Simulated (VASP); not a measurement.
# Rh (Fm-3m) in VASP: further runs

The runs below take Rh through single point, with PBE.

Everything below comes from runs of VASP 6.6.1. Logs are shortened: lines on timing, memory, paths and dates and some standing lists are left out, and cuts for length are marked.

### Step 1. The cell of the first run

Symmetry: Fm-3m, No. 225, cubic system. Conventional cell: a = 3.830 Å, b = 3.830 Å, c = 3.830 Å, α = 90.00°, β = 90.00°, γ = 90.00°. Rh (site symmetry m-3m) has 12 Rh at 2.71 Å within 3.6 Å.

### Step 2. Single point, PBE

The input, INCAR:

```
ALGO = Normal
EDIFF = 1E-6
ENCUT = 520
GGA = PE
ISIF = 2
ISMEAR = -1
LASPH = True
LCHARG = False
LREAL = False
LWAVE = False
NBANDS = 14
NELM = 60
PREC = Accurate
SIGMA = 0.05
```

The input, KPOINTS:

```
k-points
0
Gamma
  17 17 17
```

The input, POSCAR:

```
Rh
1.0
    0.0000000000      1.9149918958      1.9149918958
    1.9149918958      0.0000000000      1.9149918958
    1.9149918958      1.9149918958      0.0000000000
Rh
1
Direct
    0.0000000000      0.0000000000      0.0000000000
```

Potentials or basis: VASP PAW PBE potentials, release 64 (Rh_pv).

The run is started by

```sh
cat potpaw_PBE.64/Rh_pv/POTCAR > POTCAR
mpirun -np 1 vasp_std > vasp.out
```

OUTCAR:

```text
EDIFF = 1E-6
   ENCUT = 520
   GGA = PE
   ISIF = 2
   ISMEAR = -1
   LASPH = True
   LREAL = False
   NELM = 60
   PREC = Accurate

 ion  position               nearest neighbor table
   1  0.000  0.000  0.000-

  LATTYP: Found a face centered cubic cell.
 ALAT       =     3.8299837916

  Lattice vectors:

 A1 = (   0.0000000000,   1.9149918958,   1.9149918958)
 A2 = (   1.9149918958,   0.0000000000,   1.9149918958)
 A3 = (   1.9149918958,   1.9149918958,   0.0000000000)

Analysis of symmetry for initial positions (statically):
=====================================================================
 Subroutine PRICEL returns:
 Original cell was already a primitive cell.

 Routine SETGRP: Setting up the symmetry group for a
 face centered cubic supercell.

 Subroutine GETGRP returns: Found 48 space group operations
[... 9 lines left out ...]

 Routine SETGRP: Setting up the symmetry group for a
 face centered cubic supercell.

 Subroutine GETGRP returns: Found 48 space group operations
[... 11 lines left out ...]
                                     Primitive cell

  volume of cell :      14.0453

  direct lattice vectors                    reciprocal lattice vectors
     0.000000000  1.914991896  1.914991896    -0.261097711  0.261097711  0.261097711
     1.914991896  0.000000000  1.914991896     0.261097711 -0.261097711  0.261097711
     1.914991896  1.914991896  0.000000000     0.261097711  0.261097711 -0.261097711

  length of vectors
     2.708207511  2.708207511  2.708207511     0.452234501  0.452234501  0.452234501

  position of ions in fractional coordinates (direct lattice)
     0.000000000  0.000000000  0.000000000

  ion indices of the primitive-cell ions
   primitive index   ion index
                 1           1

----------------------------------------------------------------------------------------

 KPOINTS: k-points

Automatic generation of k-mesh.
 Grid dimensions read from file:
 generate k-points for:   17   17   17

 Generating k-lattice:

  Cartesian coordinates                     Fractional coordinates (reciprocal lattice)
    -0.015358689  0.015358689  0.015358689     0.058823529  0.000000000  0.000000000
     0.015358689 -0.015358689  0.015358689     0.000000000  0.058823529  0.000000000
     0.015358689  0.015358689 -0.015358689     0.000000000  0.000000000  0.058823529

  Length of vectors
     0.026602029  0.026602029  0.026602029

  Shift w.r.t. Gamma in fractional coordinates (k-lattice)
     0.000000000  0.000000000  0.000000000

 Subroutine IBZKPT returns following result:
 ===========================================

 Found    165 irreducible k-points:

 Following reciprocal coordinates:
            Coordinates               Weight
  0.000000  0.000000  0.000000      1.000000
  0.058824  0.000000  0.000000      8.000000
  0.117647  0.000000  0.000000      8.000000
  0.176471  0.000000  0.000000      8.000000
  0.235294  0.000000  0.000000      8.000000
  0.294118  0.000000  0.000000      8.000000
[... 16 lines left out ...]
 -0.176471  0.058824  0.000000     24.000000
 -0.117647  0.058824  0.000000     24.000000
 [... further k-points ...]
   k-points           NKPTS =    165   k-points in BZ     NKDIM =    165   number of bands    NBANDS=     14
   number of dos      NEDOS =    301   number of ions     NIONS =      1
   total plane-waves  NPLWV =   8000
   dimension x,y,z NGX =    20 NGY =   20 NGZ =   20
   dimension x,y,z NGXF=    40 NGYF=   40 NGZF=   40
   ions per type =               1
   NGX,Y,Z   is equivalent  to a cutoff of  12.28, 12.28, 12.28 a.u.
   NGXF,Y,Z  is equivalent  to a cutoff of  24.55, 24.55, 24.55 a.u.
 SYSTEM =  unknown system
   PREC   = accura    normal or accurate (medium, high low for compatibility)
   ISTART =      0    job   : 0-new  1-cont  2-samecut
   ICHARG =      2    charge: 1-file 2-atom 10-const
   ISPIN  =      1    spin polarized calculation?
   LNONCOLLINEAR =      F non collinear calculations
   LSORBIT =      F    spin-orbit coupling
   LASPH  =      T    aspherical Exc in radial PAW
   ENCUT  =  520.0 eV  38.22 Ry    6.18 a.u.   5.04  5.04  5.04*2*pi/ulx,y,z
   NELM   =     60;   NELMIN=  2; NELMDL= -5     # of ELM steps
   EDIFF  = 0.1E-05   stopping-criterion for ELM
   LREAL  =      F    real-space projection
   EDIFFG = 0.1E-04   stopping-criterion for IOM
   NSW    =      0    number of steps for IOM
   IBRION =     -1    ionic relax: 0-MD 1-quasi-New 2-CG
   NFREE  =      0    steps in history (QN), initial steepest desc. (CG)
   ISIF   =      2    stress and relaxation
   ISYM   =      2    0-nonsym 1-usesym 2-fastsym
   POTIM  = 0.5000    time-step for ionic-motion
   TEBEG  =    0.0;   TEEND  =   0.0 temperature during run
   PSTRESS=    0.0 pullay stress
   NELECT =      15.0000    total number of electrons
   NUPDOWN=      -1.0000    fix difference up-down
   EMIN   =  10.00;   EMAX   =-10.00  energy-range for DOS
   EFERMI =   0.00;   METHOD = LEGACY
   ISMEAR =    -1;   SIGMA  =   0.05  broadening in eV -4-tet -1-fermi 0-gaus
   EFERMI_NEDOS =   21; number of points for ismear=-14 and -15
   IALGO  =     38    algorithm
   IMIX   =      4    mixing-type and parameters
     AMIX     =   0.40;   BMIX     =  1.00
     AMIX_MAG =   1.60;   BMIX_MAG =  1.00
  volume/ion in A,a.u.               =      14.05        94.78
  Fermi-wavevector in a.u.,A,eV,Ry     =   1.673382  3.162233 38.099113  2.800206
  Thomas-Fermi vector in A             =   2.758363
   LORBIT       =      0    0 simple, 1 ext, 2 COOP (PROOUT), +10 PAW based schemes
   GGA     = PE    functional components
   LHFCALC =     F    Hartree Fock is set to
   AEXX    =    0.0000 exact exchange contribution
   IVDW    =     0    specifies the selected vdW correction
   LEPSILON=     F    determine dielectric tensor
   LRPA    =     F    only Hartree local field effects (RPA)
 non-spin polarized calculation
  energy-cutoff  :      520.00
  volume of cell :       14.05
 maximum number of plane-waves:       388
   NGX =  9   NGY =  9   NGZ =  9

 number of electron      15.0000003 magnetization

 Free energy of the ion-electron system (eV)
  ---------------------------------------------------
  ext. energy  EPLUGINS =         0.00000000
  ---------------------------------------------------
  free energy    TOTEN  =        -7.26550298 eV

  energy without entropy =       -7.25629227  energy(sigma->0) =       -7.26089763

 E-fermi :  11.5174     XC(G=0): -13.8938

 val. band max:       11.5011801266   @ k =   0.4118   0.2353   0.0588
 cond. band min:      11.5309534637   @ k =   0.4118   0.2941   0.0588
 fundamental gap:      0.0297733371
 Fermi energy:        11.5173984401

 k-point     1 :       0.0000    0.0000    0.0000
  band No.  band energies     occupation
      1     -34.8231      2.00000
      2     -34.8231      2.00000
      3     -34.8231      2.00000
      4       3.7141      2.00000
      5       8.5410      2.00000
      6       8.5410      2.00000
      7       8.5410      2.00000
      8      10.5576      2.00000
      9      10.5576      2.00000
     10      27.5249      0.00000
     11      32.1188      0.00000
     12      32.8652      0.00000
     13      32.8652      0.00000
     14      32.8652      0.00000

 k-point     2 :       0.0588    0.0000    0.0000
  band No.  band energies     occupation
      1     -34.8468      2.00000
      2     -34.8263      2.00000
      3     -34.8263      2.00000
      4       3.8509      2.00000
      5       8.4813      2.00000
      6       8.5939      2.00000
      7       8.5939      2.00000
      8      10.5283      2.00000
      9      10.5283      2.00000
     10      27.7189      0.00000
     11      32.0741      0.00000
     12      32.1349      0.00000
     13      33.0614      0.00000
     14      33.0614      0.00000

 k-point     3 :       0.1176    0.0000    0.0000
  band No.  band energies     occupation
      1     -34.9145      2.00000
      2     -34.8355      2.00000
      3     -34.8355      2.00000
      4       4.2417      2.00000
      5       8.3356      2.00000
      6       8.7296      2.00000
      7       8.7296      2.00000
      8      10.4687      2.00000
      9      10.4687      2.00000
     10      28.2238      0.00000
     11      30.5244      0.00000
     12      32.1191      0.00000
     13      33.6276      0.00000
     14      33.6276      0.00000

 k-point     4 :       0.1765    0.0000    0.0000
  band No.  band energies     occupation
      1     -35.0161      2.00000
      2     -34.8495      2.00000
      3     -34.8495      2.00000
      4       4.8115      2.00000
      5       8.2103      2.00000
      6       8.8698      2.00000
      7       8.8698      2.00000
      8      10.4681      2.00000
      9      10.4681      2.00000
     10      28.5617      0.00000
     11      29.0263      0.00000
     12      32.1187      0.00000
     13      34.4916      0.00000
     14      34.4916      0.00000

 k-point     5 :       0.2353    0.0000    0.0000
  band No.  band energies     occupation
      1     -35.1372      2.00000
      2     -34.8662      2.00000
      3     -34.8662      2.00000
      4       5.3787      2.00000
      5       8.3162      2.00000
      6       8.9046      2.00000
      7       8.9046      2.00000
      8      10.6424      2.00000
      9      10.6424      2.00000
     10      26.9236      0.00000
     11      29.0701      0.00000
     12      32.1182      0.00000
     13      35.4738      0.00000
     14      35.4738      0.00000

 k-point     6 :       0.2941    0.0000    0.0000
  band No.  band energies     occupation
      1     -35.2611      2.00000
      2     -34.8835      2.00000
      3     -34.8835      2.00000
      4       5.6855      2.00000
      5       8.8132      2.00000
      6       8.8132      2.00000
      7       8.9173      2.00000
      8      11.0015      1.99993
      9      11.0015      1.99993
     10      25.0440      0.00000
     11      28.6391      0.00000
     12      32.1183      0.00000
     13      35.6171      0.00000
     14      35.6171      0.00000

 k-point     7 :       0.3529    0.0000    0.0000
  band No.  band energies     occupation
      1     -35.3712      2.00000
      2     -34.8990      2.00000
      3     -34.8990      2.00000
      4       5.7135      2.00000
      5       8.6714      2.00000
      6       8.6714      2.00000
      7       9.9914      2.00000
      8      11.4345      1.67978
      9      11.4345      1.67978
     10      23.1049      0.00000
     11      27.9413      0.00000
     12      32.1188      0.00000
     13      34.3815      0.00000
     14      34.3815      0.00000
[... 205 lines left out ...]
 k-point    20 :      -0.3529    0.0588    0.0000
  band No.  band energies     occupation
      1     -35.3974      2.00000
      2     -34.9270      2.00000
      3     -34.8994      2.00000
      4       5.7986      2.00000
      5       8.5691      2.00000
      6       8.6906      2.00000
      7       9.9832      2.00000
      8      11.3412      1.94271
      9      12.2562      0.00000
     10      22.5175      0.00000
     11      27.8502      0.00000
     12      32.1174      0.00000
     13      32.6988      0.00000
     14      34.5182      0.00000

 k-point    21 :      -0.2941    0.0588    0.0000
  band No.  band energies     occupation
      1     -35.2981      2.00000
      2     -34.9140      2.00000
      3     -34.8826      2.00000
      4       5.8299      2.00000
      5       8.6988      2.00000
      6       8.8354      2.00000
      7       9.0328      2.00000
      8      10.8564      2.00000
      9      11.6639      0.10144
     10      24.4661      0.00000
     11      28.5081      0.00000
     12      32.1179      0.00000
     13      33.5254      0.00000
     14      36.2118      0.00000

 k-point    22 :      -0.2353    0.0588    0.0000
  band No.  band energies     occupation
      1     -35.1806      2.00000
      2     -34.8968      2.00000
      3     -34.8648      2.00000
      4       5.6350      2.00000
      5       8.2788      2.00000
      6       8.9010      2.00000
      7       8.9639      2.00000
      8      10.4334      2.00000
      9      11.1602      1.99842
     10      26.3897      0.00000
     11      29.0730      0.00000
     12      32.1179      0.00000
     13      34.1215      0.00000
     14      35.8806      0.00000

 k-point    23 :      -0.1765    0.0588    0.0000
  band No.  band energies     occupation
      1     -35.0608      2.00000
      2     -34.8775      2.00000
      3     -34.8482      2.00000
      4       5.1264      2.00000
      5       8.0898      2.00000
      6       8.9437      2.00000
      7       8.9688      2.00000
      8      10.2198      2.00000
      9      10.8042      2.00000
     10      28.1628      0.00000
     11      29.1316      0.00000
     12      32.1184      0.00000
     13      33.6792      0.00000
     14      35.6287      0.00000

 k-point    24 :      -0.1176    0.0588    0.0000
  band No.  band energies     occupation
      1     -34.9552      2.00000
      2     -34.8582      2.00000
      3     -34.8352      2.00000
      4       4.5313      2.00000
      5       8.1959      2.00000
      6       8.8244      2.00000
      7       8.8604      2.00000
      8      10.2554      2.00000
      9      10.6334      2.00000
     10      28.5603      0.00000
     11      29.9197      0.00000
     12      32.1187      0.00000
     13      33.1245      0.00000
     14      34.4880      0.00000

 [... further k-points ...]
[... 5 lines left out ...]
  --------------------------------------------------------------------------------------
  -------------------------------------------------------------------------------------
  Total        0.0026794      0.0026794      0.0026794     -0.0000000      0.0000000      0.0000000
  in kB        0.3056486      0.3056486      0.3056486     -0.0000000      0.0000000      0.0000000
  external PRESSURE =       0.3056486 kB  Pullay stress =       0.0000000 kB

 VOLUME and BASIS-vectors are now :
 -----------------------------------------------------------------------------
  energy-cutoff  :      520.00
  volume of cell :       14.05
      direct lattice vectors                 reciprocal lattice vectors
     0.000000000  1.914991896  1.914991896    -0.261097711  0.261097711  0.261097711
     1.914991896  0.000000000  1.914991896     0.261097711 -0.261097711  0.261097711
     1.914991896  1.914991896  0.000000000     0.261097711  0.261097711 -0.261097711

 POSITION                                       TOTAL-FORCE (eV/Angst)
 -----------------------------------------------------------------------------------
      0.00000      0.00000      0.00000         0.000000      0.000000      0.000000
 -----------------------------------------------------------------------------------
    total drift:                               -0.000000     -0.000000     -0.000000

  FREE ENERGIE OF THE ION-ELECTRON SYSTEM (eV)
  ---------------------------------------------------
  free  energy   TOTEN  =        -7.2655029848 eV

  energy  without entropy=       -7.2562922732  energy(sigma->0) =       -7.26089763
```

Run time: 15 s. Hardware: 1 thread of AMD EPYC 9R45 (Zen 5), shared host; peak memory 0.11 GiB.

What came out:

```
Free energy : -7.2655 eV
Pressure    : 0.0 GPa
```

### Step 3. Single point, PBE

The input, INCAR:

```
SYSTEM = Rh
ALGO = Normal
EDIFF = 1E-6
ENCUT = 520
GGA = PE
ISIF = 2
ISMEAR = -1
LASPH = .TRUE.
LCHARG = .FALSE.
LREAL = .FALSE.
LWAVE = .FALSE.
NBANDS = 14
NELM = 60
PREC = Accurate
SIGMA = 0.05
```

The input, KPOINTS:

```
k-points
0
G
  17 17 17
  0 0 0
```

POSCAR is that of step 2.

Potentials or basis: VASP PAW PBE potentials, release 64 (Rh_pv).

The run is started by

```sh
cat potpaw_PBE.64/Rh_pv/POTCAR > POTCAR
mpirun -np 1 vasp_std > vasp.out
```

Run time: 15 s. Hardware: 1 thread of AMD EPYC 9R45 (Zen 5), shared host; peak memory 0.11 GiB.

It converged, with:

```yaml
Free_energy: -7.2655 eV
Pressure: 0.0 GPa
```

Levels at points of the mesh, in eV from the Fermi level:
```
           k point  band 3  band 4  band 5  band 6  band 7  band 8  band 9  band 10  band 11  band 12
(0.00, 0.00, 0.00)  -46.34   -7.80   -2.98   -2.98   -2.98   -0.96   -0.96    16.01    20.60    21.35
```
